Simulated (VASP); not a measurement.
# Rh (P6_3/mmc) in VASP: single point with PBE+U

Aim: the single point of Rh with PBE+U.

Program: VASP 6.6.1. These are calculated values, not measurements. Logs are shortened: lines on timing, memory, paths and dates and some standing lists are left out, and cuts for length are marked.

### Step 1. The cell of the first run

It takes space group P6_3/mmc (No. 194, hexagonal). The conventional cell has a = 2.759 Å, b = 2.759 Å, c = 4.414 Å, α = 90.00°, β = 90.00°, γ = 120.00°. Within 3.6 Å of Rh (site symmetry -6m2) lie 12 Rh at 2.72 to 2.76 Å.

### Step 2. Single point, PBE+U, collinear spin, antiferromagnetic start

The input, INCAR:

```
SYSTEM = Rh
ALGO = Normal ; EDIFF = 1E-6
ENCUT = 500 ; GGA = PE
GGA_COMPAT = .False. ; ISIF = 2
ISMEAR = -1 ; ISPIN = 2
LASPH = .True. ; LCHARG = .False.
LDAU = .True. ; LDAUJ = 0
LDAUL = 2 ; LDAUPRINT = 1
LDAUTYPE = 2 ; LDAUU = 4
LMAXMIX = 4 ; LORBIT = 11
LREAL = .False. ; LWAVE = .False.
MAGMOM = 0.25 -0.25 ; NBANDS = 26
NELM = 200 ; PREC = Accurate
SIGMA = 0.05
```

The input, KPOINTS:

```
k-points
0
Gamma
  3 3 2
  0 0 0
```

The input, POSCAR:

```
Rh
1.0
    2.7585296026      0.0000000000      0.0000000000
   -1.3792648013      2.3889567130      0.0000000000
    0.0000000000      0.0000000000      4.4136473642
Rh
2
Direct
    0.3333333333      0.6666666667      0.2500000000
    0.6666666667      0.3333333333      0.7500000000
```

Potentials or basis: VASP PAW PBE potentials, release 64 (Rh_pv).

Command:

```bash
$ cat potpaw_PBE.64/Rh_pv/POTCAR > POTCAR
$ mpirun -np 1 vasp_std > vasp.out
```

OUTCAR:

```text
SYSTEM = Rh
   EDIFF = 1E-6
   ENCUT = 500
   GGA = PE
   ISIF = 2
   ISMEAR = -1
   ISPIN = 2
   LASPH = .True.
   LORBIT = 11
   LREAL = .False.
   NELM = 200
   PREC = Accurate

 ion  position               nearest neighbor table
   1  0.333  0.667  0.250-   2 2.72   2 2.72   2 2.72   2 2.72   2 2.72   2 2.72
   2  0.667  0.333  0.750-   1 2.72   1 2.72   1 2.72   1 2.72   1 2.72   1 2.72

  LATTYP: Found a hexagonal cell.
 ALAT       =     2.7585296026
 C/A-ratio  =     1.6000000000

  Lattice vectors:

 A1 = (   2.7585296026,   0.0000000000,   0.0000000000)
 A2 = (  -1.3792648013,   2.3889567130,   0.0000000000)
 A3 = (   0.0000000000,   0.0000000000,   4.4136473642)

Analysis of symmetry for initial positions (statically):
=====================================================================
 Subroutine PRICEL returns:
 Original cell was already a primitive cell.

 Routine SETGRP: Setting up the symmetry group for a
 hexagonal supercell.

 Subroutine GETGRP returns: Found 24 space group operations
 (whereof 12 operations were pure point group operations)
 out of a pool of 24 trial point group operations.

The static configuration has the point symmetry D_3d.
 The point group associated with its full space group is D_6h.

Analysis of symmetry for dynamics (positions and initial velocities):
=====================================================================
 Subroutine PRICEL returns:
 Original cell was already a primitive cell.

 Routine SETGRP: Setting up the symmetry group for a
 hexagonal supercell.

 Subroutine GETGRP returns: Found 24 space group operations
 (whereof 12 operations were pure point group operations)
 out of a pool of 24 trial point group operations.

The dynamic configuration has the point symmetry D_3d.
 The point group associated with its full space group is D_6h.

Analysis of structural, dynamic, and magnetic symmetry:
=====================================================================
 Subroutine PRICEL returns:
 Original cell was already a primitive cell.

 Routine SETGRP: Setting up the symmetry group for a
 hexagonal supercell.

 Subroutine GETGRP returns: Found 24 space group operations
 (whereof 12 operations were pure point group operations)
 out of a pool of 24 trial point group operations.

The overall configuration has the point symmetry D_3d.
 The point group associated with its full space group is D_6h.

 Subroutine INISYM returns: Found 24 space group operations
 (whereof 12 operations are pure point group operations),
 and found     1 'primitive' translations

----------------------------------------------------------------------------------------

                                     Primitive cell

  volume of cell :      29.0860

  direct lattice vectors                    reciprocal lattice vectors
     2.758529603  0.000000000  0.000000000     0.362511970  0.209296383  0.000000000
    -1.379264801  2.388956713  0.000000000     0.000000000  0.418592767  0.000000000
     0.000000000  0.000000000  4.413647364     0.000000000  0.000000000  0.226569981

  length of vectors
     2.758529603  2.758529603  4.413647364     0.418592767  0.418592767  0.226569981

  position of ions in fractional coordinates (direct lattice)
     0.333333333  0.666666667  0.250000000
     0.666666667  0.333333333  0.750000000

[... 119 lines left out ...]
  0.0000  0.0000  0.0000  0.0000  0.5257

 occupancies and eigenvectors

  o =  0.5257  v =  0.0000  0.0000  0.0000  0.0000  0.0000  0.0000 -0.0000  0.0000  0.0000 -1.0000      0.0000  0.0000  0.0000  0.0000  0.0000  0.0000  0.0000  0.0000  0.0000  0.0000
  o =  0.5257  v =  0.0000  0.0000  0.0000  0.0000  0.0000  1.0000  0.0000  0.0000  0.0000  0.0000      0.0000  0.0000  0.0000  0.0000  0.0000  0.0000  0.0000  0.0000  0.0000  0.0000
  o =  0.5926  v =  0.0000  0.0000  0.0000  0.0000  0.0000  0.0000  0.0000 -0.0000 -1.0000  0.0000      0.0000  0.0000  0.0000  0.0000  0.0000  0.0000  0.0000  0.0000  0.0000  0.0000
  o =  0.5926  v =  0.0000  0.0000  0.0000  0.0000  0.0000  0.0000 -1.0000  0.0000 -0.0000  0.0000      0.0000  0.0000  0.0000  0.0000  0.0000  0.0000  0.0000  0.0000  0.0000  0.0000
  o =  0.7399  v =  0.0000 -0.0000  1.0000  0.0000 -0.0000  0.0000  0.0000  0.0000  0.0000  0.0000      0.0000  0.0000  0.0000  0.0000  0.0000  0.0000  0.0000  0.0000  0.0000  0.0000
  o =  0.7788  v =  0.0000  0.0000 -0.0000  1.0000  0.0000  0.0000  0.0000  0.0000  0.0000  0.0000      0.0000  0.0000  0.0000  0.0000  0.0000  0.0000  0.0000  0.0000  0.0000  0.0000
  o =  0.7788  v =  0.0000  1.0000  0.0000 -0.0000  0.0000  0.0000  0.0000  0.0000  0.0000  0.0000      0.0000  0.0000  0.0000  0.0000  0.0000  0.0000  0.0000  0.0000  0.0000  0.0000
  o =  0.8631  v =  0.0000  0.0000  0.0000  0.0000  0.0000  0.0000  0.0000  1.0000 -0.0000  0.0000      0.0000  0.0000  0.0000  0.0000  0.0000  0.0000  0.0000  0.0000  0.0000  0.0000
  o =  0.9020  v =  1.0000  0.0000  0.0000  0.0000  0.0000  0.0000  0.0000  0.0000  0.0000  0.0000      0.0000  0.0000  0.0000  0.0000  0.0000  0.0000  0.0000  0.0000  0.0000  0.0000
  o =  0.9020  v =  0.0000  0.0000 -0.0000  0.0000 -1.0000  0.0000  0.0000  0.0000  0.0000  0.0000      0.0000  0.0000  0.0000  0.0000  0.0000  0.0000  0.0000  0.0000  0.0000  0.0000

atom =   2  type =  1  l = 2

 onsite density matrix

spin component  1

  0.5257  0.0000  0.0000  0.0000  0.0000
  0.0000  0.5926 -0.0000 -0.0000  0.0000
  0.0000 -0.0000  0.8631 -0.0000  0.0000
  0.0000 -0.0000 -0.0000  0.5926  0.0000
  0.0000  0.0000  0.0000  0.0000  0.5257

spin component  2

  0.9020 -0.0000  0.0000 -0.0000  0.0000
 -0.0000  0.7788  0.0000 -0.0000 -0.0000
  0.0000  0.0000  0.7399  0.0000  0.0000
 -0.0000 -0.0000  0.0000  0.7788 -0.0000
  0.0000 -0.0000  0.0000 -0.0000  0.9020

 occupancies and eigenvectors

  o =  0.5257  v =  0.0000  0.0000  0.0000  0.0000 -1.0000  0.0000  0.0000  0.0000  0.0000  0.0000      0.0000  0.0000  0.0000  0.0000  0.0000  0.0000  0.0000  0.0000  0.0000  0.0000
  o =  0.5257  v =  1.0000  0.0000  0.0000  0.0000  0.0000  0.0000  0.0000  0.0000  0.0000  0.0000      0.0000  0.0000  0.0000  0.0000  0.0000  0.0000  0.0000  0.0000  0.0000  0.0000
  o =  0.5926  v =  0.0000  0.0000 -0.0000 -1.0000 -0.0000  0.0000  0.0000  0.0000  0.0000  0.0000      0.0000  0.0000  0.0000  0.0000  0.0000  0.0000  0.0000  0.0000  0.0000  0.0000
  o =  0.5926  v =  0.0000 -1.0000  0.0000 -0.0000 -0.0000  0.0000  0.0000  0.0000  0.0000  0.0000      0.0000  0.0000  0.0000  0.0000  0.0000  0.0000  0.0000  0.0000  0.0000  0.0000
  o =  0.7399  v =  0.0000  0.0000  0.0000  0.0000  0.0000  0.0000 -0.0000  1.0000 -0.0000 -0.0000      0.0000  0.0000  0.0000  0.0000  0.0000  0.0000  0.0000  0.0000  0.0000  0.0000
  o =  0.7788  v =  0.0000  0.0000  0.0000  0.0000  0.0000  0.0000  0.0000  0.0000  1.0000 -0.0000      0.0000  0.0000  0.0000  0.0000  0.0000  0.0000  0.0000  0.0000  0.0000  0.0000
  o =  0.7788  v =  0.0000  0.0000  0.0000  0.0000  0.0000  0.0000  1.0000  0.0000 -0.0000  0.0000      0.0000  0.0000  0.0000  0.0000  0.0000  0.0000  0.0000  0.0000  0.0000  0.0000
  o =  0.8631  v =  0.0000  0.0000  1.0000  0.0000  0.0000  0.0000  0.0000  0.0000  0.0000  0.0000      0.0000  0.0000  0.0000  0.0000  0.0000  0.0000  0.0000  0.0000  0.0000  0.0000
  o =  0.9020  v =  0.0000  0.0000  0.0000  0.0000  0.0000  1.0000  0.0000  0.0000  0.0000  0.0000      0.0000  0.0000  0.0000  0.0000  0.0000  0.0000  0.0000  0.0000  0.0000  0.0000
  o =  0.9020  v =  0.0000  0.0000  0.0000  0.0000  0.0000  0.0000  0.0000 -0.0000 -0.0000 -1.0000      0.0000  0.0000  0.0000  0.0000  0.0000  0.0000  0.0000  0.0000  0.0000  0.0000

 number of electron      30.0000007 magnetization       0.0000000

 Free energy of the ion-electron system (eV)
  ---------------------------------------------------
  ext. energy  EPLUGINS =         0.00000000
  ---------------------------------------------------
  free energy    TOTEN  =        -5.82711636 eV

  energy without entropy =       -5.81330170  energy(sigma->0) =       -5.82020903

 E-fermi :  10.6028     XC(G=0): -13.6145

 val. band max:       10.2804936291   @ k =   0.3333   0.0000   0.0000
 cond. band min:      10.6294999422   @ k =   0.0000   0.0000   0.5000
 fundamental gap:      0.3490063131
 Fermi energy:        10.6028446360

 spin component 1

 k-point     1 :       0.0000    0.0000    0.0000
  band No.  band energies     occupation
      1     -35.6890      1.00000
      2     -35.6099      1.00000
      3     -35.6099      1.00000
      4     -34.9191      1.00000
      5     -34.6422      1.00000
      6     -34.6422      1.00000
[... 163 lines left out ...]
     25      31.4376      0.00000
     26      31.6052      0.00000
 Fermi energy:        10.6028446360

 spin component 2

 k-point     1 :       0.0000    0.0000    0.0000
  band No.  band energies     occupation
      1     -35.6890      1.00000
      2     -35.6099      1.00000
      3     -35.6099      1.00000
      4     -34.9191      1.00000
      5     -34.6422      1.00000
      6     -34.6422      1.00000
[... 163 lines left out ...]
     25      31.4376      0.00000
     26      31.6052      0.00000

------------------------ aborting loop because EDIFF is reached ----------------------------------------

  FORCE on cell =-STRESS in cart. coord.  units (eV):
  Direction    XX          YY          ZZ          XY          YZ          ZX
  --------------------------------------------------------------------------------------
  -------------------------------------------------------------------------------------
  Total        1.5383928      1.5383928     -2.5189017      0.0000000      0.0000000      0.0000000
  in kB       84.7411316     84.7411316   -138.7516797      0.0000000      0.0000000      0.0000000
  external PRESSURE =      10.2435278 kB  Pullay stress =       0.0000000 kB

 VOLUME and BASIS-vectors are now :
 -----------------------------------------------------------------------------
  energy-cutoff  :      500.00
  volume of cell :       29.09
      direct lattice vectors                 reciprocal lattice vectors
     2.758529603  0.000000000  0.000000000     0.362511970  0.209296383  0.000000000
    -1.379264801  2.388956713  0.000000000     0.000000000  0.418592767  0.000000000
     0.000000000  0.000000000  4.413647364     0.000000000  0.000000000  0.226569981

 POSITION                                       TOTAL-FORCE (eV/Angst)
 -----------------------------------------------------------------------------------
     -0.00000      1.59264      1.10341         0.000000     -0.000000      0.000000
      1.37926      0.79632      3.31024        -0.000000      0.000000      0.000000
 -----------------------------------------------------------------------------------
    total drift:                               -0.000000      0.000000     -0.000000

  FREE ENERGIE OF THE ION-ELECTRON SYSTEM (eV)
  ---------------------------------------------------
  free  energy   TOTEN  =        -5.8271163588 eV

  energy  without entropy=       -5.8133017010  energy(sigma->0) =       -5.82020903

 total charge

# of ion       s       p       d       tot
------------------------------------------
    1        0.375   6.255   7.154  13.783
    2        0.375   6.255   7.154  13.783
--------------------------------------------------
tot          0.750  12.509  14.308  27.567

 magnetization (x)

# of ion       s       p       d       tot
------------------------------------------
    1        0.016   0.007   0.999   1.023
    2       -0.016  -0.007  -0.999  -1.023
--------------------------------------------------
tot          0.000   0.000  -0.000  -0.000
```

It took 17 s on 1 thread of Intel Xeon 6975P-C, shared host; peak memory 0.15 GiB.

What came out:

| Item | Value |
| --- | --- |
| Free energy | -5.8271 eV |
| Pressure | 1.0 GPa |
| Band gap on the k mesh | zero (filled and empty bands overlap) |
| Net moment | 0.00 μB per cell |
| Site moments | Rh +1.02, -1.02 μB |
| Valence electrons inside the program's atomic spheres | Rh 13.78 |

Levels at points of the mesh, in eV from the Fermi level:
Spin up:
| k point | band 11 | band 12 | band 13 | band 14 | band 15 | band 16 | band 17 | band 18 | band 19 | band 20 |
| --- | --- | --- | --- | --- | --- | --- | --- | --- | --- | --- |
| (0.00, 0.00, 0.00) | -3.27 | -2.19 | -2.19 | -1.59 | -1.59 | 0.27 | 0.27 | 1.31 | 8.32 | 16.16 |
| (0.00, 0.00, 0.50) | -3.16 | -3.05 | -2.58 | -2.58 | -0.67 | -0.67 | 0.03 | 0.03 | 14.84 | 14.96 |
Spin down:
```
           k point  band 11  band 12  band 13  band 14  band 15  band 16  band 17  band 18  band 19  band 20
(0.00, 0.00, 0.00)    -3.27    -2.19    -2.19    -1.59    -1.59     0.27     0.27     1.31     8.32    16.16
(0.00, 0.00, 0.50)    -3.16    -3.05    -2.58    -2.58    -0.67    -0.67     0.03     0.03    14.84    14.96
```

Eigenvalues of the final occupation matrices:
```tsv
site	spin	trace	eigenvalues
site 1 d	1	4.10	0.74 0.78 0.78 0.90 0.90
site 1 d	2	3.10	0.53 0.53 0.59 0.59 0.86
site 2 d	1	3.10	0.53 0.53 0.59 0.59 0.86
site 2 d	2	4.10	0.74 0.78 0.78 0.90 0.90
```

Caveat: the k points lie up to 0.88 Å⁻¹ apart; the U is typed as a test and isn't derived for this compound. The state reached can hang on the start; a lower one may exist.
